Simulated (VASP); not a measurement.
# BeCdRe (P4/nmm) in VASP: notebook, part 2 of 2

VASP 6.6.1.

## (3) Relaxation of cell and atoms, PBE

This run uses another cell than the first one, of 14.02 Å³/atom.

Contents of INCAR:

```
SYSTEM = BeCdRe
ALGO     = Normal         ! electronic algorithm
EDIFF    = 1E-7           ! SCF threshold, eV
EDIFFG   = -0.04          ! ionic threshold
ENCUT    = 600            ! plane-wave cutoff, eV
GGA      = PE             ! functional
IBRION   = 2              ! ionic algorithm
ISIF     = 3              ! what is computed and relaxed
ISMEAR   = 0              ! smearing method
LASPH    = .True.         ! aspherical terms in the spheres
LCHARG   = .False.        ! write CHGCAR
LREAL    = .False.        ! projectors in reciprocal space
LWAVE    = .False.        ! write WAVECAR
NELM     = 60             ! most SCF steps
NSW      = 90             ! ionic steps
PREC     = Accurate       ! precision mode
SIGMA    = 0.1            ! smearing width, eV
```

Contents of KPOINTS:

```
k-points
0
Gamma
  6 6 4
  0 0 0
```

Contents of POSCAR:

```
BeCdRe
1.0
    3.6292901268      0.0000000000      0.0000000000
    0.0000000000      3.6292901268      0.0000000000
    0.0000000000      0.0000000000      6.3870980888
Be Cd Re
2 2 2
Direct
    0.5000000000      0.0000000000      0.2055000000
    0.0000000000      0.5000000000      0.7945000000
    0.5000000000      0.0000000000      0.6485000000
    0.0000000000      0.5000000000      0.3515000000
    0.0000000000      0.0000000000      0.0000000000
    0.5000000000      0.5000000000      0.0000000000
```

Potentials or basis: VASP PAW PBE potentials, release 64 (Be, Cd, Re).

The run is started by

```sh
> cat potpaw_PBE.64/Be/POTCAR potpaw_PBE.64/Cd/POTCAR potpaw_PBE.64/Re/POTCAR > POTCAR
> mpirun -np 1 vasp_std > vasp.out
```

OUTCAR:

```text
SYSTEM = BeCdRe
   EDIFF = 1E-7
   EDIFFG = -0.04
   ENCUT = 600
   GGA = PE
   IBRION = 2
   ISIF = 3
   ISMEAR = 0
   LASPH = .True.
   LREAL = .False.
   NELM = 60
   NSW = 90
   PREC = Accurate

 ion  position               nearest neighbor table
   1  0.500  0.000  0.206-   5 2.24   6 2.24   6 2.24   5 2.24   4 2.73   4 2.73   4 2.73   4 2.73
                             3 2.83
   2  0.000  0.500  0.794-   5 2.24   6 2.24   5 2.24   6 2.24   3 2.73   3 2.73   3 2.73   3 2.73
                             4 2.83
   3  0.500  0.000  0.648-   2 2.73   2 2.73   2 2.73   2 2.73   1 2.83   6 2.89   6 2.89   5 2.89
                             5 2.89   4 3.19   4 3.19   4 3.19   4 3.19
   4  0.000  0.500  0.352-   1 2.73   1 2.73   1 2.73   1 2.73   2 2.83   5 2.89   6 2.89   6 2.89
                             5 2.89   3 3.19   3 3.19   3 3.19   3 3.19
   5  0.000  0.000  0.000-   1 2.24   2 2.24   2 2.24   1 2.24   6 2.57   6 2.57   6 2.57   6 2.57
                             4 2.89   3 2.89   4 2.89   3 2.89
   6  0.500  0.500  0.000-   1 2.24   2 2.24   1 2.24   2 2.24   5 2.57   5 2.57   5 2.57   5 2.57
                             4 2.89   4 2.89   3 2.89   3 2.89

  LATTYP: Found a simple tetragonal cell.
 ALAT       =     3.6292901268
 C/A-ratio  =     1.7598753105

  Lattice vectors:

 A1 = (   3.6292901268,   0.0000000000,   0.0000000000)
 A2 = (   0.0000000000,   3.6292901268,   0.0000000000)
 A3 = (   0.0000000000,   0.0000000000,   6.3870980888)

Analysis of symmetry for initial positions (statically):
=====================================================================
 Subroutine PRICEL returns:
 Original cell was already a primitive cell.

 Routine SETGRP: Setting up the symmetry group for a
 simple tetragonal supercell.

 Subroutine GETGRP returns: Found 16 space group operations
 (whereof  8 operations were pure point group operations)
 out of a pool of 16 trial point group operations.

The static configuration has the point symmetry D_2d.
 The point group associated with its full space group is D_4h.

Analysis of symmetry for dynamics (positions and initial velocities):
=====================================================================
 Subroutine PRICEL returns:
 Original cell was already a primitive cell.

 Routine SETGRP: Setting up the symmetry group for a
 simple tetragonal supercell.

 Subroutine GETGRP returns: Found 16 space group operations
[... 159 lines left out ...]
  ---------------------------------------------------
  free energy    TOTEN  =       -30.34017227 eV

  energy without entropy =      -30.32586951  energy(sigma->0) =      -30.33302089

------------------------ aborting loop because EDIFF is reached ----------------------------------------

  FORCE on cell =-STRESS in cart. coord.  units (eV):
  Direction    XX          YY          ZZ          XY          YZ          ZX
  --------------------------------------------------------------------------------------
  -------------------------------------------------------------------------------------
  Total       14.0758277     14.0758277     15.3580230      0.0000000      0.0000000      0.0000000
  in kB      268.0634262    268.0634262    292.4818605      0.0000000      0.0000000      0.0000000
  external PRESSURE =     276.2029043 kB  Pullay stress =       0.0000000 kB
[... 27 lines left out ...]
--------------------------------------- Ionic step        2  -------------------------------------------

 number of electron      41.9999986 magnetization

 E-fermi :   2.8940     XC(G=0): -10.5190

 val. band max:        2.8852909520   @ k =   0.3333   0.3333   0.5000
 cond. band min:       2.9128210031   @ k =   0.3333   0.0000   0.2500
 fundamental gap:      0.0275300510
 Fermi energy:         2.8940288762

 k-point     1 :       0.0000    0.0000    0.0000
  band No.  band energies     occupation
      1      -5.4601      2.00000
      2      -5.4340      2.00000
      3      -5.3065      2.00000
      4      -5.2855      2.00000
      5      -5.2855      2.00000
      6      -5.2849      2.00000
[... 736 lines left out ...]
  FREE ENERGIE OF THE ION-ELECTRON SYSTEM (eV)
  ---------------------------------------------------
  free  energy   TOTEN  =       -31.4905068406 eV

  energy  without entropy=      -31.4709437118  energy(sigma->0) =      -31.48072528

[... ionic steps 4 to 12 ...]

--------------------------------------- Ionic step       13  -------------------------------------------

 number of electron      42.0000007 magnetization

------------------------ aborting loop because EDIFF is reached ----------------------------------------
[... 75 lines left out ...]
--------------------------------------- Ionic step       15  -------------------------------------------

 number of electron      42.0000007 magnetization

 Free energy of the ion-electron system (eV)
  ---------------------------------------------------
  ext. energy  EPLUGINS =         0.00000000
  ---------------------------------------------------
  free energy    TOTEN  =       -31.76874378 eV

  energy without entropy =      -31.75115668  energy(sigma->0) =      -31.75995023

 E-fermi :   4.8282     XC(G=0): -11.6712

 val. band max:        4.8239344822   @ k =   0.3333   0.3333   0.5000
 cond. band min:       4.8482867845   @ k =   0.1667   0.1667   0.2500
 fundamental gap:      0.0243523023
 Fermi energy:         4.8282108692

 k-point     1 :       0.0000    0.0000    0.0000
  band No.  band energies     occupation
      1      -4.6568      2.00000
      2      -4.2341      2.00000
      3      -4.1246      2.00000
      4      -3.8094      2.00000
      5      -3.8094      2.00000
      6      -3.7948      2.00000
[... 696 lines left out ...]
  FREE ENERGIE OF THE ION-ELECTRON SYSTEM (eV)
  ---------------------------------------------------
  free  energy   TOTEN  =       -31.7687437839 eV

  energy  without entropy=      -31.7511566780  energy(sigma->0) =      -31.75995023

 reached required accuracy - stopping structural energy minimisation
```

OSZICAR:

```text
N       E                     dE             d eps       ncg     rms          rms(c)
DAV:   1     0.259938994111E+03    0.25994E+03   -0.23132E+04  2911   0.206E+03
DAV:   2    -0.173109550616E+02   -0.27725E+03   -0.27143E+03  2341   0.521E+02
[... 163 lines left out ...]
DAV:   2    -0.317687712055E+02   -0.31484E-03   -0.50839E-03  2587   0.720E-01    0.470E-02
DAV:   3    -0.317687540376E+02    0.17168E-04   -0.84076E-05  2243   0.126E-01    0.297E-02
DAV:   4    -0.317687435176E+02    0.10520E-04   -0.30592E-05  2478   0.572E-02    0.943E-03
DAV:   5    -0.317687438338E+02   -0.31619E-06   -0.39334E-06  2566   0.292E-02    0.364E-03
DAV:   6    -0.317687436922E+02    0.14167E-06   -0.28337E-07  1238   0.692E-03    0.268E-03
DAV:   7    -0.317687437839E+02   -0.91729E-07   -0.11128E-07   931   0.101E-02
  15 F= -.31768744E+02 E0= -.31759950E+02  d E =-.541425E-03
```

Wall time 11 min (1 thread of Intel Xeon Platinum 8488C (Sapphire Rapids), shared host); peak memory 0.26 GiB.

Results:

```yaml
Free_energy: -31.7687 eV
Relaxed_volume: 15.39 Å³/atom
Relaxed_cell: a = 3.687 Å, b = 3.687 Å, c = 6.794 Å, α = 90.00°, β = 90.00°, γ = 90.00°
Space_group_after_relaxing_to_0.1_Å: P4/nmm (No. 129)
Energy_gained_by_relaxing: 238.1 meV/atom
Ionic_steps: 15
Pressure_after_relaxing: 0.0 GPa
Largest_force_after_relaxing: 0.028 eV/Å
Band_gap_on_the_k_mesh: zero (bands 21 and 22 overlap by 2.56 eV)
```

Forces on the atoms (eV/Å):
```
Be   0.000  0.000 -0.028
Be   0.000  0.000  0.028
Cd   0.000  0.000  0.020
Cd   0.000  0.000 -0.020
Re   0.000  0.000  0.000
Re   0.000  0.000  0.000
```

The path:
| step | energy change (eV) | largest force (eV/Å) | pressure (GPa) | volume (Å³) |
| --- | --- | --- | --- | --- |
| 1 | 0.0000 | 2.8882 | 27.62 | 84.13 |
| 2 | 0.4825 | 0.7406 | -19.90 | 117.12 |
| 3 | -1.1503 | 0.7247 | -2.69 | 97.17 |
| 4 | -1.1539 | 0.8017 | -1.67 | 96.51 |
| 5 | -1.1539 | 0.8324 | -1.27 | 96.25 |
| 6 | -1.2699 | 0.7144 | -0.75 | 95.28 |
| 7 | -1.3333 | 0.1932 | 2.15 | 92.32 |
| 8 | -1.3763 | 0.4010 | 0.36 | 93.72 |
| 9 | -1.3790 | 0.3260 | 0.65 | 93.45 |
| 10 | -1.4052 | 0.1212 | -1.54 | 94.13 |
| 11 | -1.4064 | 0.0769 | -2.12 | 94.33 |
| 12 | -1.4239 | 0.0257 | -1.02 | 93.20 |
| 13 | -1.4280 | 0.0531 | -0.20 | 92.43 |
| 14 | -1.4280 | 0.0556 | -0.14 | 92.37 |
| 15 | -1.4286 | 0.0278 | -0.05 | 92.35 |

Final structure:
```
CELL_PARAMETERS angstrom
3.68683 0.00000 0.00000
0.00000 3.68683 0.00000
0.00000 0.00000 6.79387
ATOMIC_POSITIONS crystal
Be 0.50000 0.00000 0.24131
Be 0.00000 0.50000 0.75869
Cd 0.50000 0.00000 0.63099
Cd 0.00000 0.50000 0.36901
Re 0.00000 0.00000 0.00000
Re 0.50000 0.50000 0.00000
```

Levels at points of the mesh, in eV from the Fermi level:
| k point | band 19 | band 20 | band 21 | band 22 | band 23 | band 24 |
| --- | --- | --- | --- | --- | --- | --- |
| (0.00, 0.00, 0.00) | 0.09 | 0.53 | 0.53 | 1.79 | 1.79 | 3.35 |
| (0.50, 0.00, 0.00) | -1.30 | -1.30 | -0.62 | -0.62 | -0.19 | -0.19 |
| (0.50, 0.50, 0.00) | -0.63 | -0.63 | 0.14 | 0.14 | 0.39 | 0.39 |
| (0.00, 0.00, 0.50) | 0.08 | 0.77 | 0.77 | 2.24 | 2.80 | 2.80 |
| (0.50, 0.00, 0.50) | -1.62 | -1.62 | -1.33 | -1.33 | -0.19 | -0.19 |
| (0.50, 0.50, 0.50) | -2.03 | -2.03 | -0.37 | -0.37 | -0.11 | -0.11 |

Caveat: spin-orbit coupling is left out, which moves the levels of the heavy elements.

## (4) Relaxation of cell and atoms, PBE

This run uses another cell than the first one, of 15.35 Å³/atom.

Contents of INCAR:

```
SYSTEM = BeCdRe
ALGO = Fast
EDIFF = 1E-7
EDIFFG = -0.01
ENCUT = 600
GGA = PE
IBRION = 2
ISIF = 3
ISMEAR = 0
LASPH = .True.
LCHARG = .False.
LREAL = .False.
LWAVE = .False.
NELM = 60
NSW = 100
PREC = Accurate
SIGMA = 0.1
```

Contents of KPOINTS:

```
k-points
0
Gamma
  10 10 6
  0 0 0
```

Contents of POSCAR:

```
BeCdRe
1.0
    3.6915248694      0.0000000000      0.0000000000
    0.0000000000      3.6915248694      0.0000000000
    0.0000000000      0.0000000000      6.7586310140
Be Cd Re
2 2 2
Direct
    0.5000000000      0.0000000000      0.2410473857
    0.0000000000      0.5000000000      0.7589526143
    0.5000000000      0.0000000000      0.6312967903
    0.0000000000      0.5000000000      0.3687032097
    0.0000000000      0.0000000000      0.0000000000
    0.5000000000      0.5000000000      0.0000000000
```

Potentials or basis: VASP PAW PBE potentials, release 64 (Be, Cd, Re).

The run is started by

```sh
> cat potpaw_PBE.64/Be/POTCAR potpaw_PBE.64/Cd/POTCAR potpaw_PBE.64/Re/POTCAR > POTCAR
> mpirun -np 1 vasp_std > vasp.out
```

OUTCAR:

```text
SYSTEM = BeCdRe
   EDIFF = 1E-7
   EDIFFG = -0.01
   ENCUT = 600
   GGA = PE
   IBRION = 2
   ISIF = 3
   ISMEAR = 0
   LASPH = .True.
   LREAL = .False.
   NELM = 60
   NSW = 100
   PREC = Accurate

 ion  position               nearest neighbor table
   1  0.500  0.000  0.241-   5 2.46   6 2.46   6 2.46   5 2.46   3 2.64   4 2.75   4 2.75   4 2.75
                             4 2.75
   2  0.000  0.500  0.759-   5 2.46   6 2.46   5 2.46   6 2.46   4 2.64   3 2.75   3 2.75   3 2.75
                             3 2.75
   3  0.500  0.000  0.631-   1 2.64   2 2.75   2 2.75   2 2.75   2 2.75   6 3.10   6 3.10   5 3.10
                             5 3.10   4 3.16   4 3.16   4 3.16   4 3.16
   4  0.000  0.500  0.369-   2 2.64   1 2.75   1 2.75   1 2.75   1 2.75   5 3.10   6 3.10   6 3.10
                             5 3.10   3 3.16   3 3.16   3 3.16   3 3.16
   5  0.000  0.000  0.000-   1 2.46   2 2.46   2 2.46   1 2.46   6 2.61   6 2.61   6 2.61   6 2.61
                             4 3.10   3 3.10   4 3.10   3 3.10
   6  0.500  0.500  0.000-   1 2.46   2 2.46   1 2.46   2 2.46   5 2.61   5 2.61   5 2.61   5 2.61
                             4 3.10   4 3.10   3 3.10   3 3.10

  LATTYP: Found a simple tetragonal cell.
 ALAT       =     3.6915248694
 C/A-ratio  =     1.8308507333

  Lattice vectors:

 A1 = (   3.6915248694,   0.0000000000,   0.0000000000)
 A2 = (   0.0000000000,   3.6915248694,   0.0000000000)
 A3 = (   0.0000000000,   0.0000000000,   6.7586310140)
[... 193 lines left out ...]
  Direction    XX          YY          ZZ          XY          YZ          ZX
  --------------------------------------------------------------------------------------
  -------------------------------------------------------------------------------------
  Total        0.2913436      0.2913436      0.3961311      0.0000000      0.0000000      0.0000000
  in kB        5.0681059      5.0681059      6.8909513      0.0000000      0.0000000      0.0000000
  external PRESSURE =       5.6757211 kB  Pullay stress =       0.0000000 kB
[... 227 lines left out ...]
--------------------------------------- Ionic step        7  -------------------------------------------

 number of electron      42.0000008 magnetization

 Free energy of the ion-electron system (eV)
  ---------------------------------------------------
  ext. energy  EPLUGINS =         0.00000000
  ---------------------------------------------------
  free energy    TOTEN  =       -31.71697241 eV

  energy without entropy =      -31.69913326  energy(sigma->0) =      -31.70805284

 E-fermi :   4.8323     XC(G=0): -11.6623

 val. band max:        4.8211720056   @ k =   0.2000   0.2000   0.0000
 cond. band min:       4.8496975450   @ k =   0.3000   0.2000   0.5000
 fundamental gap:      0.0285255394
 Fermi energy:         4.8323469749

 k-point     1 :       0.0000    0.0000    0.0000
  band No.  band energies     occupation
      1      -4.6746      2.00000
      2      -4.2321      2.00000
      3      -4.1186      2.00000
      4      -3.8098      2.00000
      5      -3.8098      2.00000
      6      -3.7922      2.00000
[... 661 lines left out ...]
     24       7.1271      0.00000
     25       7.8697      0.00000

 [... further k-points ...]
[... 5 lines left out ...]
  --------------------------------------------------------------------------------------
  -------------------------------------------------------------------------------------
  Total        0.0154238      0.0154238     -0.0342867      0.0000000      0.0000000      0.0000000
  in kB        0.2671586      0.2671586     -0.5938856      0.0000000      0.0000000      0.0000000
  external PRESSURE =      -0.0198561 kB  Pullay stress =       0.0000000 kB
[... 21 lines left out ...]
  FREE ENERGIE OF THE ION-ELECTRON SYSTEM (eV)
  ---------------------------------------------------
  free  energy   TOTEN  =       -31.7169724143 eV

  energy  without entropy=      -31.6991332584  energy(sigma->0) =      -31.70805284

 reached required accuracy - stopping structural energy minimisation
```

OSZICAR:

```text
N       E                     dE             d eps       ncg     rms          rms(c)
DAV:   1     0.246571071949E+03    0.24657E+03   -0.22834E+04  8103   0.200E+03
DAV:   2    -0.164707699588E+02   -0.26304E+03   -0.25746E+03  6561   0.499E+02
[... 80 lines left out ...]
       N       E                     dE             d eps       ncg     rms          rms(c)
DAV:   1    -0.317169736202E+02   -0.70907E-05   -0.48093E-03  5559   0.703E-01    0.285E-02
RMM:   2    -0.317169777023E+02   -0.40821E-05   -0.26260E-04  5607   0.180E-01    0.302E-02
RMM:   3    -0.317169745987E+02    0.31036E-05   -0.40942E-05  5782   0.582E-02    0.117E-02
RMM:   4    -0.317169729036E+02    0.16952E-05   -0.62862E-06  5657   0.196E-02    0.732E-03
RMM:   5    -0.317169723730E+02    0.53054E-06   -0.18815E-06  4710   0.177E-02    0.281E-03
RMM:   6    -0.317169724143E+02   -0.41282E-07   -0.58346E-07  3131   0.168E-02
   7 F= -.31716972E+02 E0= -.31708053E+02  d E =-.175670E-03
```

CONTCAR:

```text
BeCdRe
   1.00000000000000
     3.6939720756279750    0.0000000000000000    0.0000000000000000
     0.0000000000000000    3.6939720756279750    0.0000000000000000
     0.0000000000000000   -0.0000000000000000    6.7786989101154296
  Be              Cd              Re
     2     2     2
Direct
     0.5000000000000000    0.0000000000000000    0.2409200845015657
     0.0000000000000000    0.5000000000000000    0.7590799154984341
     0.5000000000000000    0.0000000000000000    0.6317796236430658
     0.0000000000000000    0.5000000000000000    0.3682203763569343
     0.0000000000000000    0.0000000000000000    0.0000000000000000
     0.5000000000000000    0.5000000000000000    0.0000000000000000

  0.00000000E+00  0.00000000E+00  0.00000000E+00
  0.00000000E+00  0.00000000E+00  0.00000000E+00
  0.00000000E+00  0.00000000E+00  0.00000000E+00
  0.00000000E+00  0.00000000E+00  0.00000000E+00
  0.00000000E+00  0.00000000E+00  0.00000000E+00
  0.00000000E+00  0.00000000E+00  0.00000000E+00
```

It took 15 min on 1 thread of Intel Xeon Platinum 8488C (Sapphire Rapids), shared host; peak memory 0.4 GiB.

Results:

| Quantity | Value |
| --- | --- |
| Free energy | -31.7170 eV |
| Relaxed volume | 15.42 Å³/atom |
| Relaxed cell | a = 3.694 Å, b = 3.694 Å, c = 6.779 Å, α = 90.00°, β = 90.00°, γ = 90.00° |
| Space group after relaxing (to 0.1 Å) | P4/nmm (No. 129) |
| Energy gained by relaxing | 0.1 meV/atom |
| Ionic steps | 7 |
| Pressure after relaxing | 0.0 GPa |
| Largest force after relaxing | 0.008 eV/Å |
| Band gap on the k mesh | zero (bands 21 and 22 overlap by 2.32 eV) |

Forces in eV/Å, atoms in the order of the input:
```
Be   0.000  0.000 -0.008
Be   0.000  0.000  0.008
Cd   0.000  0.000  0.008
Cd   0.000  0.000 -0.008
Re   0.000  0.000  0.000
Re   0.000  0.000  0.000
```

The path:
| step | energy change (eV) | largest force (eV/Å) | pressure (GPa) | volume (Å³) |
| --- | --- | --- | --- | --- |
| 1 | 0.0000 | 0.0235 | 0.57 | 92.10 |
| 2 | 0.0000 | 0.0391 | -0.61 | 92.83 |
| 3 | -0.0007 | 0.0299 | -0.02 | 92.46 |
| 4 | -0.0007 | 0.0295 | -0.03 | 92.47 |
| 5 | -0.0008 | 0.0185 | -0.01 | 92.48 |
| 6 | -0.0008 | 0.0119 | 0.00 | 92.49 |
| 7 | -0.0008 | 0.0079 | 0.00 | 92.50 |

Final structure:
```
Be Cd Re
1.0
     3.69397    0.00000    0.00000
     0.00000    3.69397    0.00000
     0.00000    0.00000    6.77870
Be Cd Re
2 2 2
Direct
  0.50000 0.00000 0.24092
  0.00000 0.50000 0.75908
  0.50000 0.00000 0.63178
  0.00000 0.50000 0.36822
  0.00000 0.00000 0.00000
  0.50000 0.50000 0.00000
```

Caveat: spin-orbit coupling is left out, which moves the levels of the heavy elements.

## (5) Overview

```tsv
task	cell	k mesh	cutoff (eV)	gap on the mesh (eV)	pressure (GPa)	relaxed volume (Å³/atom)	largest force (eV/Å)
single point	a = 3.697, b = 3.697, c = 6.763 Å, 6 atoms, atomic positions A	10 × 10 × 6	520	none	0.1	-	0.01
relaxation of cell and atoms	relaxed from a = 3.629, b = 3.629, c = 6.387 Å, 6 atoms, atomic positions B	6 × 6 × 4	600	none	0.0	15.39	0.03
relaxation of cell and atoms	relaxed from a = 3.692, b = 3.692, c = 6.759 Å, 6 atoms, atomic positions C	10 × 10 × 6	600	none	0.0	15.42	0.01
```

Alike in all rows: level PBE; potentials or basis VASP PAW PBE potentials, release 64 (Be, Cd, Re); no spin polarisation; smearing gaussian 0.1 eV.

Caveats: spin-orbit coupling is left out, which moves the levels of the heavy elements.

Absolute energies hang on the potentials; compare differences alone.

The gap in the log of VASP goes by the Fermi energy; the results here count the filled bands.